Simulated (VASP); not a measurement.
# SiNi2 (P6_3/mmc) in VASP: further runs

The runs below take SiNi2 through single point, with PBE.

Program: VASP 6.6.1. These are calculated values, not measurements. Logs are shortened: lines on timing, memory, paths and dates and some standing lists are left out, and cuts for length are marked.

## Step 1: The cell of the first run

The structure is hexagonal, space group P6_3/mmc (No. 194). Conventional cell: a = 3.928 Å, b = 3.928 Å, c = 4.892 Å, α = 90.00°, β = 90.00°, γ = 120.00°. Si (site symmetry -6m2) has 11 Ni at 2.27 to 2.58 Å within 3.0 Å. Within 3.2 Å of Ni (site symmetry -3m) lie 8 Ni at 2.45 to 2.58 Å and 6 Si at 2.58 Å. Ni (site symmetry -6m2) has 5 Si at 2.27 to 2.45 Å and 6 Ni at 2.58 Å within 3.0 Å.

## Step 2: Single point, PBE (uniaxial strain along c: -2.0 %, then relaxed in part)

The input, INCAR:

```
ALGO     = Normal         # electronic algorithm
EDIFF    = 1E-7           # SCF threshold, eV
ENCUT    = 520            # plane-wave cutoff, eV
GGA      = PE             # functional
ISIF     = 2              # what is computed and relaxed
ISMEAR   = 0              # smearing method
LASPH    = True           # aspherical terms in the spheres
LCHARG   = False          # write CHGCAR
LREAL    = False          # projectors in reciprocal space
LWAVE    = False          # write WAVECAR
NBANDS   = 33             # bands
NELM     = 100            # most SCF steps
PREC     = Accurate       # precision mode
SIGMA    = 0.1            # smearing width, eV
```

The input, KPOINTS:

```
k-points
0
Gamma
  12 12 8
```

The input, POSCAR:

```
SiNi2
1.0
    3.9283251599      0.0000000000      0.0000000000
   -1.9641625800      3.4020293828      0.0000000000
    0.0000000000      0.0000000000      4.8916231592
Si Ni
2 4
Direct
    0.3333333334      0.6666666666      0.7500000000
    0.6666666666      0.3333333334      0.2500000000
    0.0000000000      0.0000000000      0.0000000000
    0.0000000000      0.0000000000      0.5000000000
    0.3333333333      0.6666666667      0.2500000000
    0.6666666667      0.3333333333      0.7500000000
```

Potentials or basis: VASP PAW PBE potentials, release 64 (Si, Ni).

Run with:

```sh
$ cat potpaw_PBE.64/Si/POTCAR potpaw_PBE.64/Ni/POTCAR > POTCAR
$ mpirun -np 1 vasp_std > vasp.out
```

OUTCAR:

```text
EDIFF = 1E-7
   ENCUT = 520
   GGA = PE
   ISIF = 2
   ISMEAR = 0
   LASPH = True
   LREAL = False
   NELM = 100
   PREC = Accurate

 ion  position               nearest neighbor table
   1  0.333  0.667  0.750-   6 2.27   6 2.27   6 2.27   5 2.45   5 2.45   4 2.58   3 2.58   4 2.58
                             3 2.58   3 2.58   4 2.58
   2  0.667  0.333  0.250-   5 2.27   5 2.27   5 2.27   6 2.45   6 2.45   3 2.58   4 2.58   3 2.58
                             4 2.58   3 2.58   4 2.58
   3  0.000  0.000  0.000-   4 2.45   4 2.45   2 2.58   1 2.58   2 2.58   1 2.58   6 2.58   5 2.58
                             6 2.58   5 2.58   5 2.58   6 2.58   1 2.58   2 2.58
   4  0.000  0.000  0.500-   3 2.45   3 2.45   2 2.58   1 2.58   2 2.58   1 2.58   6 2.58   5 2.58
                             6 2.58   5 2.58   5 2.58   6 2.58   1 2.58   2 2.58
   5  0.333  0.667  0.250-   2 2.27   2 2.27   2 2.27   1 2.45   1 2.45   3 2.58   4 2.58   4 2.58
                             3 2.58   4 2.58   3 2.58
   6  0.667  0.333  0.750-   1 2.27   1 2.27   1 2.27   2 2.45   2 2.45   3 2.58   4 2.58   3 2.58
                             4 2.58   3 2.58   4 2.58

  LATTYP: Found a hexagonal cell.
 ALAT       =     3.9283251599
 C/A-ratio  =     1.2452184990

  Lattice vectors:

 A1 = (   3.9283251599,   0.0000000000,   0.0000000000)
 A2 = (  -1.9641625800,   3.4020293828,   0.0000000000)
 A3 = (   0.0000000000,   0.0000000000,   4.8916231592)

Analysis of symmetry for initial positions (statically):
=====================================================================
 Subroutine PRICEL returns:
 Original cell was already a primitive cell.

 Routine SETGRP: Setting up the symmetry group for a
 hexagonal supercell.

 Subroutine GETGRP returns: Found 24 space group operations
 (whereof 12 operations were pure point group operations)
 out of a pool of 24 trial point group operations.

The static configuration has the point symmetry D_3d.
 The point group associated with its full space group is D_6h.

Analysis of symmetry for dynamics (positions and initial velocities):
=====================================================================
 Subroutine PRICEL returns:
 Original cell was already a primitive cell.

 Routine SETGRP: Setting up the symmetry group for a
 hexagonal supercell.

 Subroutine GETGRP returns: Found 24 space group operations
 (whereof 12 operations were pure point group operations)
 out of a pool of 24 trial point group operations.

The dynamic configuration has the point symmetry D_3d.
 The point group associated with its full space group is D_6h.

 Subroutine INISYM returns: Found 24 space group operations
 (whereof 12 operations are pure point group operations),
 and found     1 'primitive' translations

----------------------------------------------------------------------------------------

                                     Primitive cell

  volume of cell :      65.3730

  direct lattice vectors                    reciprocal lattice vectors
     3.928325160  0.000000000  0.000000000     0.254561412  0.146971100  0.000000000
    -1.964162580  3.402029383  0.000000000     0.000000000  0.293942200  0.000000000
     0.000000000  0.000000000  4.891623159     0.000000000  0.000000000  0.204431120

  length of vectors
     3.928325160  3.928325160  4.891623159     0.293942200  0.293942200  0.204431120

  position of ions in fractional coordinates (direct lattice)
     0.333333333  0.666666667  0.750000000
     0.666666667  0.333333333  0.250000000
     0.000000000  0.000000000  0.000000000
     0.000000000  0.000000000  0.500000000
     0.333333333  0.666666667  0.250000000
     0.666666667  0.333333333  0.750000000

  ion indices of the primitive-cell ions
   primitive index   ion index
                 1           1
                 2           2
                 3           3
                 4           4
                 5           5
                 6           6

----------------------------------------------------------------------------------------

 KPOINTS: k-points

Automatic generation of k-mesh.
 Grid dimensions read from file:
 generate k-points for:   12   12    8

 Generating k-lattice:

  Cartesian coordinates                     Fractional coordinates (reciprocal lattice)
     0.021213451  0.012247592  0.000000000     0.083333333  0.000000000  0.000000000
     0.000000000  0.024495183  0.000000000     0.000000000  0.083333333  0.000000000
     0.000000000  0.000000000  0.025553890     0.000000000  0.000000000  0.125000000

  Length of vectors
     0.024495183  0.024495183  0.025553890

  Shift w.r.t. Gamma in fractional coordinates (k-lattice)
     0.000000000  0.000000000  0.000000000

 Subroutine IBZKPT returns following result:
 ===========================================

 Found     95 irreducible k-points:

 Following reciprocal coordinates:
            Coordinates               Weight
  0.000000  0.000000  0.000000      1.000000
  0.083333  0.000000  0.000000      6.000000
  0.166667  0.000000  0.000000      6.000000
  0.250000  0.000000  0.000000      6.000000
  0.333333  0.000000  0.000000      6.000000
  0.416667 -0.000000  0.000000      6.000000
[... 16 lines left out ...]
  0.250000  0.000000  0.125000     12.000000
  0.333333  0.000000  0.125000     12.000000
 [... further k-points ...]
   k-points           NKPTS =     95   k-points in BZ     NKDIM =     95   number of bands    NBANDS=     33
   number of dos      NEDOS =    301   number of ions     NIONS =      6
   total plane-waves  NPLWV =  32400
   dimension x,y,z NGX =    30 NGY =   30 NGZ =   36
   dimension x,y,z NGXF=    60 NGYF=   60 NGZF=   72
   ions per type =               2   4
   NGX,Y,Z   is equivalent  to a cutoff of  12.70, 12.70, 12.23 a.u.
   NGXF,Y,Z  is equivalent  to a cutoff of  25.39, 25.39, 24.47 a.u.
 SYSTEM =  unknown system
   PREC   = accura    normal or accurate (medium, high low for compatibility)
   ISTART =      0    job   : 0-new  1-cont  2-samecut
   ICHARG =      2    charge: 1-file 2-atom 10-const
   ISPIN  =      1    spin polarized calculation?
   LNONCOLLINEAR =      F non collinear calculations
   LSORBIT =      F    spin-orbit coupling
   LASPH  =      T    aspherical Exc in radial PAW
   ENCUT  =  520.0 eV  38.22 Ry    6.18 a.u.   7.30  7.30  9.10*2*pi/ulx,y,z
   NELM   =    100;   NELMIN=  2; NELMDL= -5     # of ELM steps
   EDIFF  = 0.1E-06   stopping-criterion for ELM
   LREAL  =      F    real-space projection
   EDIFFG = 0.1E-05   stopping-criterion for IOM
   NSW    =      0    number of steps for IOM
   IBRION =     -1    ionic relax: 0-MD 1-quasi-New 2-CG
   NFREE  =      0    steps in history (QN), initial steepest desc. (CG)
   ISIF   =      2    stress and relaxation
   ISYM   =      2    0-nonsym 1-usesym 2-fastsym
   POTIM  = 0.5000    time-step for ionic-motion
   TEBEG  =    0.0;   TEEND  =   0.0 temperature during run
   PSTRESS=    0.0 pullay stress
   NELECT =      48.0000    total number of electrons
   NUPDOWN=      -1.0000    fix difference up-down
   EMIN   =  10.00;   EMAX   =-10.00  energy-range for DOS
   EFERMI =   0.00;   METHOD = LEGACY
   ISMEAR =     0;   SIGMA  =   0.10  broadening in eV -4-tet -1-fermi 0-gaus
   EFERMI_NEDOS =   21; number of points for ismear=-14 and -15
   IALGO  =     38    algorithm
   IMIX   =      4    mixing-type and parameters
     AMIX     =   0.40;   BMIX     =  1.00
     AMIX_MAG =   1.60;   BMIX_MAG =  1.00
  volume/ion in A,a.u.               =      10.90        73.53
  Fermi-wavevector in a.u.,A,eV,Ry     =   1.476916  2.790966 29.678122  2.181280
  Thomas-Fermi vector in A             =   2.591384
   LORBIT       =      0    0 simple, 1 ext, 2 COOP (PROOUT), +10 PAW based schemes
   GGA     = PE    functional components
   LHFCALC =     F    Hartree Fock is set to
   AEXX    =    0.0000 exact exchange contribution
   IVDW    =     0    specifies the selected vdW correction
   LEPSILON=     F    determine dielectric tensor
   LRPA    =     F    only Hartree local field effects (RPA)
 non-spin polarized calculation
 Gauss-broadening in eV      SIGMA  =   0.10
  energy-cutoff  :      520.00
  volume of cell :       65.37
 maximum number of plane-waves:      1788
 NGX is ok and might be reduce to    30
   NGX = 15   NGY = 15   NGZ = 19

 number of electron      48.0000055 magnetization

 Free energy of the ion-electron system (eV)
  ---------------------------------------------------
  ext. energy  EPLUGINS =         0.00000000
  ---------------------------------------------------
  free energy    TOTEN  =       -35.74650693 eV

  energy without entropy =      -35.72872295  energy(sigma->0) =      -35.73761494

 E-fermi :  11.1557     XC(G=0): -12.9515

 val. band max:       11.1472118577   @ k =   0.2500   0.0833   0.1250
 cond. band min:      11.1559906495   @ k =   0.1667   0.0833   0.0000
 fundamental gap:      0.0087787918
 Fermi energy:        11.1557463538

 k-point     1 :       0.0000    0.0000    0.0000
  band No.  band energies     occupation
      1      -1.4397      2.00000
      2       3.0765      2.00000
      3       4.8138      2.00000
      4       6.1148      2.00000
      5       6.1148      2.00000
      6       7.2749      2.00000
[... 25 lines left out ...]
     32      16.4915      0.00000
     33      19.4892      0.00000

 k-point     2 :       0.0833    0.0000    0.0000
  band No.  band energies     occupation
      1      -1.3521      2.00000
      2       3.0849      2.00000
      3       4.8751      2.00000
      4       6.1023      2.00000
      5       6.1592      2.00000
      6       6.9469      2.00000
[... 25 lines left out ...]
     32      17.0136      0.00000
     33      18.8730      0.00000
[... 754 lines left out ...]
     32      17.7352      0.00000
     33      18.6677      0.00000

 k-point    24 :       0.3333    0.0000    0.1250
  band No.  band energies     occupation
      1      -0.0099      2.00000
      2       2.7275      2.00000
      3       4.6886      2.00000
      4       5.6405      2.00000
      5       6.7368      2.00000
      6       6.7811      2.00000
[... 25 lines left out ...]
     32      18.3848      0.00000
     33      19.2924      0.00000

 [... further k-points ...]

------------------------ aborting loop because EDIFF is reached ----------------------------------------

  FORCE on cell =-STRESS in cart. coord.  units (eV):
  Direction    XX          YY          ZZ          XY          YZ          ZX
  --------------------------------------------------------------------------------------
  -------------------------------------------------------------------------------------
  Total        0.0110976      0.0110976      2.4494350     -0.0000000      0.0000000      0.0000000
  in kB        0.2719816      0.2719816     60.0313388     -0.0000000      0.0000000      0.0000000
  external PRESSURE =      20.1917673 kB  Pullay stress =       0.0000000 kB

 VOLUME and BASIS-vectors are now :
 -----------------------------------------------------------------------------
  energy-cutoff  :      520.00
  volume of cell :       65.37
      direct lattice vectors                 reciprocal lattice vectors
     3.928325160  0.000000000  0.000000000     0.254561412  0.146971100  0.000000000
    -1.964162580  3.402029383  0.000000000     0.000000000  0.293942200  0.000000000
     0.000000000  0.000000000  4.891623159     0.000000000  0.000000000  0.204431120

 POSITION                                       TOTAL-FORCE (eV/Angst)
 -----------------------------------------------------------------------------------
      0.00000      2.26802      3.66872         0.000000     -0.000000      0.000000
      1.96416      1.13401      1.22291        -0.000000      0.000000      0.000000
      0.00000      0.00000      0.00000        -0.000000      0.000000      0.000000
      0.00000      0.00000      2.44581        -0.000000      0.000000      0.000000
     -0.00000      2.26802      1.22291        -0.000000      0.000000      0.000000
      1.96416      1.13401      3.66872         0.000000     -0.000000      0.000000
 -----------------------------------------------------------------------------------
    total drift:                               -0.000000      0.000000      0.000000

  FREE ENERGIE OF THE ION-ELECTRON SYSTEM (eV)
  ---------------------------------------------------
  free  energy   TOTEN  =       -35.7465069288 eV

  energy  without entropy=      -35.7287229452  energy(sigma->0) =      -35.73761494
```

It took 5.7 min on 1 thread of AMD EPYC 7R43 (Zen 3), shared host; peak memory 0.26 GiB.

Results:

| Quantity | Value |
| --- | --- |
| Free energy | -35.7465 eV |
| Pressure | 2.0 GPa |
| Band gap on the k mesh | zero (band 24 reaches 13.69 eV, above the bottom of band 25 at 10.59 eV) |

Caveat: the cell differs from its parent crystal (uniaxial strain along c: -2.0 %, then relaxed in part). Spin polarisation is off, so any magnetic state and its effect on volume and gap are missing.

## Step 3: Single point, PBE (uniaxial strain along c: -2.0 %)

INCAR is that of step 2.

KPOINTS is that of step 2.

The input, POSCAR:

```
SiNi2
1.0
    3.9314859255      0.0000000000      0.0000000000
   -1.9657429628      3.4047666861      0.0000000000
    0.0000000000      0.0000000000      4.8916231592
Si Ni
2 4
Direct
    0.3333333333      0.6666666667      0.7500000000
    0.6666666667      0.3333333333      0.2500000000
    0.0000000000      0.0000000000      0.0000000000
    0.0000000000      0.0000000000      0.5000000000
    0.3333333333      0.6666666667      0.2500000000
    0.6666666667      0.3333333333      0.7500000000
```

Potentials or basis: VASP PAW PBE potentials, release 64 (Si, Ni).

Run with:

```sh
$ cat potpaw_PBE.64/Si/POTCAR potpaw_PBE.64/Ni/POTCAR > POTCAR
$ mpirun -np 1 vasp_std > vasp.out
```

OUTCAR:

```text
EDIFF = 1E-7
   ENCUT = 520
   GGA = PE
   ISIF = 2
   ISMEAR = 0
   LASPH = True
   LREAL = False
   NELM = 100
   PREC = Accurate

 ion  position               nearest neighbor table
   1  0.333  0.667  0.750-   6 2.27   6 2.27   6 2.27   5 2.45   5 2.45   3 2.58   4 2.58   4 2.58
                             3 2.58   4 2.58   3 2.58
   2  0.667  0.333  0.250-   5 2.27   5 2.27   5 2.27   6 2.45   6 2.45   3 2.58   4 2.58   3 2.58
                             4 2.58   3 2.58   4 2.58
   3  0.000  0.000  0.000-   4 2.45   4 2.45   1 2.58   5 2.58   6 2.58   2 2.58   2 2.58   6 2.58
                             1 2.58   5 2.58   2 2.58   6 2.58   1 2.58   5 2.58
   4  0.000  0.000  0.500-   3 2.45   3 2.45   1 2.58   5 2.58   6 2.58   2 2.58   2 2.58   6 2.58
                             1 2.58   5 2.58   2 2.58   6 2.58   1 2.58   5 2.58
   5  0.333  0.667  0.250-   2 2.27   2 2.27   2 2.27   1 2.45   1 2.45   3 2.58   4 2.58   4 2.58
                             3 2.58   4 2.58   3 2.58
   6  0.667  0.333  0.750-   1 2.27   1 2.27   1 2.27   2 2.45   2 2.45   3 2.58   4 2.58   3 2.58
                             4 2.58   3 2.58   4 2.58

  LATTYP: Found a hexagonal cell.
 ALAT       =     3.9314859255
 C/A-ratio  =     1.2442173905

[... 195 lines left out ...]
 fundamental gap:      0.0089492927
 Fermi energy:        11.1314114436

 k-point     1 :       0.0000    0.0000    0.0000
  band No.  band energies     occupation
      1      -1.4510      2.00000
      2       3.0632      2.00000
      3       4.8026      2.00000
      4       6.1005      2.00000
      5       6.1005      2.00000
      6       7.2592      2.00000
[... 853 lines left out ...]
     32      18.3532      0.00000
     33      19.2930      0.00000

 [... further k-points ...]

------------------------ aborting loop because EDIFF is reached ----------------------------------------

  FORCE on cell =-STRESS in cart. coord.  units (eV):
  Direction    XX          YY          ZZ          XY          YZ          ZX
  --------------------------------------------------------------------------------------
  -------------------------------------------------------------------------------------
  Total       -0.1638790     -0.1638790      2.3783223      0.0000000      0.0000000      0.0000000
  in kB       -4.0099306     -4.0099306     58.1948041      0.0000000      0.0000000      0.0000000
  external PRESSURE =      16.7249809 kB  Pullay stress =       0.0000000 kB

 VOLUME and BASIS-vectors are now :
 -----------------------------------------------------------------------------
  energy-cutoff  :      520.00
  volume of cell :       65.48
      direct lattice vectors                 reciprocal lattice vectors
     3.931485926  0.000000000  0.000000000     0.254356754  0.146852941  0.000000000
    -1.965742963  3.404766686  0.000000000     0.000000000  0.293705881  0.000000000
     0.000000000  0.000000000  4.891623159     0.000000000  0.000000000  0.204431120

 POSITION                                       TOTAL-FORCE (eV/Angst)
 -----------------------------------------------------------------------------------
     -0.00000      2.26984      3.66872        -0.000000     -0.000000      0.000000
      1.96574      1.13492      1.22291         0.000000      0.000000      0.000000
      0.00000      0.00000      0.00000        -0.000000      0.000000      0.000000
      0.00000      0.00000      2.44581         0.000000      0.000000      0.000000
     -0.00000      2.26984      1.22291         0.000000      0.000000      0.000000
      1.96574      1.13492      3.66872        -0.000000     -0.000000      0.000000
 -----------------------------------------------------------------------------------
    total drift:                                0.000000     -0.000000      0.000000

  FREE ENERGIE OF THE ION-ELECTRON SYSTEM (eV)
  ---------------------------------------------------
  free  energy   TOTEN  =       -35.7464191569 eV

  energy  without entropy=      -35.7286037108  energy(sigma->0) =      -35.73751143
```

Run time: 6.5 min. Hardware: 1 thread of AMD EPYC 7R43 (Zen 3), shared host; peak memory 0.26 GiB.

Results:

* Free energy: -35.7464 eV
* Pressure: 1.7 GPa
* Band gap on the k mesh: zero (band 24 reaches 13.66 eV, above the bottom of band 25 at 10.57 eV)

Caveat: the cell differs from its parent crystal (uniaxial strain along c: -2.0 %). Spin polarisation is off, so any magnetic state and its effect on volume and gap are missing.
